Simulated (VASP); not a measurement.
# Hf3Si2F (I4/mmm) in VASP: a series of runs

Hf3Si2F is run at these levels: PBE; tasks: single point.

Everything below comes from runs of VASP 6.6.1. Logs are shortened: lines on timing, memory, paths and dates and some standing lists are left out, and cuts for length are marked.

**1. The cell of the first run**

The structure is tetragonal, space group I4/mmm (No. 139). Conventional cell: a = 5.179 Å, b = 5.179 Å, c = 9.174 Å, α = 90.00°, β = 90.00°, γ = 90.00°. Within 3.5 Å of Hf (site symmetry -4m2) lie 4 Si at 2.64 Å and 4 Hf at 3.46 Å and 4 F at 3.46 Å. Within 3.7 Å of Hf (site symmetry 4/mmm) lie 2 Si at 2.79 Å and 8 Hf at 3.46 Å and 4 F at 3.66 Å. Si (site symmetry 4mm) has 1 F at 1.80 Å within 2.4 Å. Within 2.4 Å of F (site symmetry 4/mmm) lie 2 Si at 1.80 Å.

The cell was generated, and may not be a known phase.

**2. Single point, PBE**

INCAR

```
  PREC = Accurate
  ENCUT = 520
  EDIFF = 1E-7
  ISMEAR = 0
  SIGMA = 0.1
  LREAL = F
  LASPH = T
  NELM = 80
  ALGO = Normal
  ISIF = 2
  LWAVE = F
  LCHARG = F
  GGA = PE
  NBANDS = 32
```

KPOINTS

```
regular mesh
0
Gamma
  4 4 4
```

POSCAR

```
Hf3Si2F
1.0
   -2.5893598538      2.5893598538      4.5872114057
    2.5893598538     -2.5893598538      4.5872114057
    2.5893598538      2.5893598538     -4.5872114057
Hf Si F
3 2 1
Direct
    0.7500000000      0.2500000000      0.5000000000
    0.2500000000      0.7500000000      0.5000000000
    0.0000000000      0.0000000000      0.0000000000
    0.3040823723      0.3040823723      0.0000000000
    0.6959176277      0.6959176277      0.0000000000
    0.5000000000      0.5000000000      0.0000000000
```

Potentials or basis: VASP PAW PBE potentials, release 64 (Hf_pv, Si, F).

On the command line:

```
$ cat potpaw_PBE.64/Hf_pv/POTCAR potpaw_PBE.64/Si/POTCAR potpaw_PBE.64/F/POTCAR > POTCAR
$ mpirun -np 1 vasp_std > vasp.out
```

OUTCAR:

```text
PREC = Accurate
   ENCUT = 520
   EDIFF = 1E-7
   ISMEAR = 0
   LREAL = F
   LASPH = T
   NELM = 80
   ISIF = 2
   GGA = PE

 ion  position               nearest neighbor table
   1  0.750  0.250  0.500-   5 2.64   4 2.64   4 2.64   5 2.64   3 3.46   3 3.46   3 3.46   3 3.46
                             2 3.66   2 3.66   2 3.66   2 3.66
   2  0.250  0.750  0.500-   5 2.64   4 2.64   4 2.64   5 2.64   3 3.46   3 3.46   3 3.46   3 3.46
                             1 3.66   1 3.66   1 3.66   1 3.66
   3  0.000  0.000  0.000-   4 2.79   5 2.79   1 3.46   2 3.46   1 3.46   2 3.46   1 3.46   2 3.46
                             1 3.46   2 3.46
   4  0.304  0.304  0.000-   6 1.80   2 2.64   1 2.64   2 2.64   1 2.64   3 2.79
   5  0.696  0.696  0.000-   6 1.80   1 2.64   2 2.64   1 2.64   2 2.64   3 2.79
   6  0.500  0.500  0.000-   4 1.80   5 1.80

  LATTYP: Found a body centered tetragonal cell.
 ALAT       =     5.1787197076
 C/A-ratio  =     1.7715619553

  Lattice vectors:

 A1 = (  -2.5893598538,   2.5893598538,   4.5872114057)
 A2 = (   2.5893598538,  -2.5893598538,   4.5872114057)
 A3 = (   2.5893598538,   2.5893598538,  -4.5872114057)

Analysis of symmetry for initial positions (statically):
=====================================================================
 Subroutine PRICEL returns:
 Original cell was already a primitive cell.

 Routine SETGRP: Setting up the symmetry group for a
 body centered tetragonal supercell.

 Subroutine GETGRP returns: Found 16 space group operations
 (whereof 16 operations were pure point group operations)
 out of a pool of 16 trial point group operations.

The static configuration has the point symmetry D_4h.

Analysis of symmetry for dynamics (positions and initial velocities):
=====================================================================
 Subroutine PRICEL returns:
 Original cell was already a primitive cell.

 Routine SETGRP: Setting up the symmetry group for a
 body centered tetragonal supercell.

 Subroutine GETGRP returns: Found 16 space group operations
 (whereof 16 operations were pure point group operations)
 out of a pool of 16 trial point group operations.

The dynamic configuration has the point symmetry D_4h.

 Subroutine INISYM returns: Found 16 space group operations
 (whereof 16 operations are pure point group operations),
 and found     1 'primitive' translations

----------------------------------------------------------------------------------------

                                     Primitive cell

  volume of cell :     123.0251

  direct lattice vectors                    reciprocal lattice vectors
    -2.589359854  2.589359854  4.587211406     0.000000000  0.193097919  0.108998683
     2.589359854 -2.589359854  4.587211406     0.193097919  0.000000000  0.108998683
     2.589359854  2.589359854 -4.587211406     0.193097919  0.193097919  0.000000000

  length of vectors
     5.869589201  5.869589201  5.869589201     0.221737501  0.221737501  0.273081696

  position of ions in fractional coordinates (direct lattice)
     0.750000000  0.250000000  0.500000000
     0.250000000  0.750000000  0.500000000
     0.000000000  0.000000000  0.000000000
     0.304082372  0.304082372  0.000000000
     0.695917628  0.695917628  0.000000000
     0.500000000  0.500000000  0.000000000

  ion indices of the primitive-cell ions
   primitive index   ion index
                 1           1
                 2           2
                 3           3
                 4           4
                 5           5
                 6           6

----------------------------------------------------------------------------------------

 KPOINTS: regular mesh

Automatic generation of k-mesh.
 Grid dimensions read from file:
 generate k-points for:    4    4    4

 Generating k-lattice:

  Cartesian coordinates                     Fractional coordinates (reciprocal lattice)
     0.000000000  0.048274480  0.027249671     0.250000000 -0.000000000  0.000000000
     0.048274480  0.000000000  0.027249671    -0.000000000  0.250000000  0.000000000
     0.048274480  0.048274480  0.000000000     0.000000000  0.000000000  0.250000000

  Length of vectors
     0.055434375  0.055434375  0.068270424

  Shift w.r.t. Gamma in fractional coordinates (k-lattice)
     0.000000000  0.000000000  0.000000000

 Subroutine IBZKPT returns following result:
 ===========================================

 Found     13 irreducible k-points:

 Following reciprocal coordinates:
            Coordinates               Weight
  0.000000  0.000000  0.000000      1.000000
  0.250000 -0.000000  0.000000      8.000000
  0.500000 -0.000000  0.000000      4.000000
  0.250000  0.250000  0.000000      8.000000
  0.500000  0.250000  0.000000     16.000000
 -0.250000  0.250000  0.000000      4.000000
  0.500000  0.500000  0.000000      2.000000
  0.250000  0.250000  0.250000      2.000000
 -0.250000  0.250000  0.250000      4.000000
  0.500000  0.500000  0.250000      4.000000
 -0.250000  0.500000  0.250000      8.000000
 -0.250000 -0.250000  0.250000      2.000000
  0.500000  0.500000  0.500000      1.000000
   k-points           NKPTS =     13   k-points in BZ     NKDIM =     13   number of bands    NBANDS=     32
   number of dos      NEDOS =    301   number of ions     NIONS =      6
   total plane-waves  NPLWV = 110592
   dimension x,y,z NGX =    48 NGY =   48 NGZ =   48
   dimension x,y,z NGXF=    96 NGYF=   96 NGZF=   96
   ions per type =               3   2   1
   NGX,Y,Z   is equivalent  to a cutoff of  13.60, 13.60, 13.60 a.u.
   NGXF,Y,Z  is equivalent  to a cutoff of  27.19, 27.19, 27.19 a.u.
 SYSTEM =  unknown system
   PREC   = accura    normal or accurate (medium, high low for compatibility)
   ISTART =      0    job   : 0-new  1-cont  2-samecut
   ICHARG =      2    charge: 1-file 2-atom 10-const
   ISPIN  =      1    spin polarized calculation?
   LNONCOLLINEAR =      F non collinear calculations
   LSORBIT =      F    spin-orbit coupling
   LASPH  =      T    aspherical Exc in radial PAW
   ENCUT  =  520.0 eV  38.22 Ry    6.18 a.u.  10.91 10.91 10.91*2*pi/ulx,y,z
   NELM   =     80;   NELMIN=  2; NELMDL= -5     # of ELM steps
   EDIFF  = 0.1E-06   stopping-criterion for ELM
   LREAL  =      F    real-space projection
   EDIFFG = 0.1E-05   stopping-criterion for IOM
   NSW    =      0    number of steps for IOM
   IBRION =     -1    ionic relax: 0-MD 1-quasi-New 2-CG
   NFREE  =      0    steps in history (QN), initial steepest desc. (CG)
   ISIF   =      2    stress and relaxation
   ISYM   =      2    0-nonsym 1-usesym 2-fastsym
   POTIM  = 0.5000    time-step for ionic-motion
   TEBEG  =    0.0;   TEEND  =   0.0 temperature during run
   PSTRESS=    0.0 pullay stress
   NELECT =      45.0000    total number of electrons
   NUPDOWN=      -1.0000    fix difference up-down
   EMIN   =  10.00;   EMAX   =-10.00  energy-range for DOS
   EFERMI =   0.00;   METHOD = LEGACY
   ISMEAR =     0;   SIGMA  =   0.10  broadening in eV -4-tet -1-fermi 0-gaus
   EFERMI_NEDOS =   21; number of points for ismear=-14 and -15
   IALGO  =     38    algorithm
   IMIX   =      4    mixing-type and parameters
     AMIX     =   0.40;   BMIX     =  1.00
     AMIX_MAG =   1.60;   BMIX_MAG =  1.00
  volume/ion in A,a.u.               =      20.50       138.37
  Fermi-wavevector in a.u.,A,eV,Ry     =   1.170796  2.212483 18.650359  1.370763
  Thomas-Fermi vector in A             =   2.307249
   LORBIT       =      0    0 simple, 1 ext, 2 COOP (PROOUT), +10 PAW based schemes
   GGA     = PE    functional components
   LHFCALC =     F    Hartree Fock is set to
   AEXX    =    0.0000 exact exchange contribution
   IVDW    =     0    specifies the selected vdW correction
   LEPSILON=     F    determine dielectric tensor
   LRPA    =     F    only Hartree local field effects (RPA)
 non-spin polarized calculation
 Gauss-broadening in eV      SIGMA  =   0.10
  energy-cutoff  :      520.00
  volume of cell :      123.03
 maximum number of plane-waves:      3332
 NGX is ok and might be reduce to    48
   NGX = 21   NGY = 21   NGZ = 21

 number of electron      45.0000003 magnetization

 Free energy of the ion-electron system (eV)
  ---------------------------------------------------
  ext. energy  EPLUGINS =         0.00000000
  ---------------------------------------------------
  free energy    TOTEN  =       -43.26021891 eV

  energy without entropy =      -43.24230233  energy(sigma->0) =      -43.25126062

 E-fermi :   4.6398     XC(G=0): -10.3048

 val. band max:        4.6318696173   @ k =   0.5000   0.5000   0.0000
 cond. band min:       4.6969743668   @ k =   0.0000   0.0000   0.0000
 fundamental gap:      0.0651047495
 Fermi energy:         4.6397931514

 k-point     1 :       0.0000    0.0000    0.0000
  band No.  band energies     occupation
      1     -27.0114      2.00000
      2     -27.0114      2.00000
      3     -26.9416      2.00000
      4     -25.9273      2.00000
      5     -25.9220      2.00000
      6     -25.7751      2.00000
[... 24 lines left out ...]
     31       6.9235      0.00000
     32       8.0232      0.00000

 k-point     2 :       0.2500   -0.0000    0.0000
  band No.  band energies     occupation
      1     -27.0128      2.00000
      2     -27.0119      2.00000
      3     -26.9408      2.00000
      4     -25.9288      2.00000
      5     -25.9222      2.00000
      6     -25.7602      2.00000
[... 24 lines left out ...]
     31       8.0692      0.00000
     32       8.3372      0.00000
[... 348 lines left out ...]
     31       7.8762      0.00000
     32       7.9344      0.00000

 k-point    13 :       0.5000    0.5000    0.5000
  band No.  band energies     occupation
      1     -27.0138      2.00000
      2     -27.0138      2.00000
      3     -26.9343      2.00000
      4     -25.9439      2.00000
      5     -25.9160      2.00000
      6     -25.7706      2.00000
[... 24 lines left out ...]
     31       7.8959      0.00000
     32       8.7337      0.00000

------------------------ aborting loop because EDIFF is reached ----------------------------------------

  FORCE on cell =-STRESS in cart. coord.  units (eV):
  Direction    XX          YY          ZZ          XY          YZ          ZX
  --------------------------------------------------------------------------------------
  -------------------------------------------------------------------------------------
  Total       -0.0180270     -0.0180270      0.0963596      0.0000000      0.0000000      0.0000000
  in kB       -0.2347689     -0.2347689      1.2549079      0.0000000      0.0000000      0.0000000
  external PRESSURE =       0.2617900 kB  Pullay stress =       0.0000000 kB

 VOLUME and BASIS-vectors are now :
 -----------------------------------------------------------------------------
  energy-cutoff  :      520.00
  volume of cell :      123.03
      direct lattice vectors                 reciprocal lattice vectors
    -2.589359854  2.589359854  4.587211406     0.000000000  0.193097919  0.108998683
     2.589359854 -2.589359854  4.587211406     0.193097919  0.000000000  0.108998683
     2.589359854  2.589359854 -4.587211406     0.193097919  0.193097919  0.000000000

 POSITION                                       TOTAL-FORCE (eV/Angst)
 -----------------------------------------------------------------------------------
     -0.00000      2.58936      2.29361         0.000000      0.000000      0.000000
      2.58936     -0.00000      2.29361         0.000000      0.000000      0.000000
      0.00000      0.00000      0.00000         0.000000      0.000000      0.000000
      0.00000      0.00000      2.78978         0.000000      0.000000     -0.065981
      0.00000      0.00000      6.38464        -0.000000     -0.000000      0.065981
      0.00000      0.00000      4.58721         0.000000      0.000000      0.000000
 -----------------------------------------------------------------------------------
    total drift:                                0.000000     -0.000000      0.000000

  FREE ENERGIE OF THE ION-ELECTRON SYSTEM (eV)
  ---------------------------------------------------
  free  energy   TOTEN  =       -43.2602189084 eV

  energy  without entropy=      -43.2423023262  energy(sigma->0) =      -43.25126062
```

Run time: 2.6 min. Hardware: 1 thread of Intel Xeon 8259CL, shared host; peak memory 0.34 GiB.

Results:

```
Free energy            : -43.2602 eV
Pressure               : 0.0 GPa
Largest force          : 0.066 eV/Å
Band gap on the k mesh : zero (an odd number of electrons rules out a gap without spin polarisation)
```

Forces in eV/Å, atoms in the order of the input:
```
Hf   0.000  0.000  0.000
Hf   0.000  0.000  0.000
Hf   0.000  0.000  0.000
Si   0.000  0.000 -0.066
Si   0.000  0.000  0.066
F    0.000  0.000  0.000
```

Caveat: spin-orbit coupling is left out, which moves the levels of the heavy elements; an odd number of electrons without spin polarisation forces a metal; a magnetic or distorted state may lie lower.

**3. Single point, PBE**

This run uses another cell than the first one, of 20.78 Å³/atom.

INCAR

```
PREC = Accurate ; ENCUT = 520
EDIFF = 1E-6 ; ISMEAR = 0
SIGMA = 0.1 ; LREAL = F
LASPH = T ; NELM = 60
ALGO = Normal ; ISIF = 2
LWAVE = F ; LCHARG = F
GGA = PE ; NBANDS = 32
```

KPOINTS is that of step 2.

POSCAR

```
Hf3Si2F
1.0
   -2.7469144400      2.7469144400      4.1299707900
    2.7469144400     -2.7469144400      4.1299707900
    2.7469144400      2.7469144400     -4.1299707900
Hf Si F
3 2 1
Direct
    0.7500000000      0.2500000000      0.5000000000
    0.2500000000      0.7500000000      0.5000000000
    0.0000000000      0.0000000000      0.0000000000
    0.2692911900      0.2692911900      0.0000000000
    0.7307088100      0.7307088100      0.0000000000
    0.5000000000      0.5000000000      0.0000000000
```

Potentials or basis: VASP PAW PBE potentials, release 64 (Hf_pv, Si, F).

On the command line:

```
$ cat potpaw_PBE.64/Hf_pv/POTCAR potpaw_PBE.64/Si/POTCAR potpaw_PBE.64/F/POTCAR > POTCAR
$ mpirun -np 1 vasp_std > vasp.out
```

It took 2.1 min on 1 thread of Intel Xeon 8259CL, shared host; peak memory 0.27 GiB.

The run converged. Its results:

```yaml
Free_energy: -41.2491 eV
Pressure: 3.9 GPa
Largest_force: 4.613 eV/Å
Band_gap_on_the_k_mesh: zero (an odd number of electrons rules out a gap without spin polarisation)
```

Forces in eV/Å, atoms in the order of the input:
```
Hf   0.000  0.000  0.000
Hf   0.000  0.000  0.000
Hf   0.000  0.000  0.000
Si   0.000  0.000  4.613
Si   0.000  0.000 -4.613
F    0.000  0.000  0.000
```

Stress tensor (GPa, compression positive):
```
-4.92  0.00  0.00
 0.00 -4.92  0.00
 0.00  0.00 21.66
```

Levels at points of the mesh, in eV from the Fermi level:
| k point | band 19 | band 20 | band 21 | band 22 | band 23 | band 24 | band 25 | band 26 | band 27 | band 28 |
| --- | --- | --- | --- | --- | --- | --- | --- | --- | --- | --- |
| (0.00, 0.00, 0.00) | -1.78 | -0.72 | -0.39 | -0.39 | -0.09 | 0.80 | 0.80 | 1.21 | 1.21 | 1.36 |
| (0.50, 0.00, 0.00) | -2.16 | -1.52 | -0.85 | -0.63 | -0.24 | 0.46 | 0.51 | 0.60 | 2.09 | 2.22 |
| (0.50, 0.50, 0.00) | -2.60 | -1.88 | -0.52 | -0.37 | 0.26 | 0.39 | 0.94 | 1.46 | 1.72 | 1.96 |
| (0.50, 0.50, 0.50) | -1.96 | -1.55 | -1.55 | -1.10 | 0.00 | 0.35 | 0.35 | 1.07 | 1.33 | 1.33 |

Caveat: the stress differs along the axes, from -5 to 22 GPa; spin-orbit coupling is left out, which moves the levels of the heavy elements; an odd number of electrons without spin polarisation forces a metal; a magnetic or distorted state may lie lower.

[end of part 1 of 2]

The gap in the log of VASP goes by the Fermi energy; the results here count the filled bands.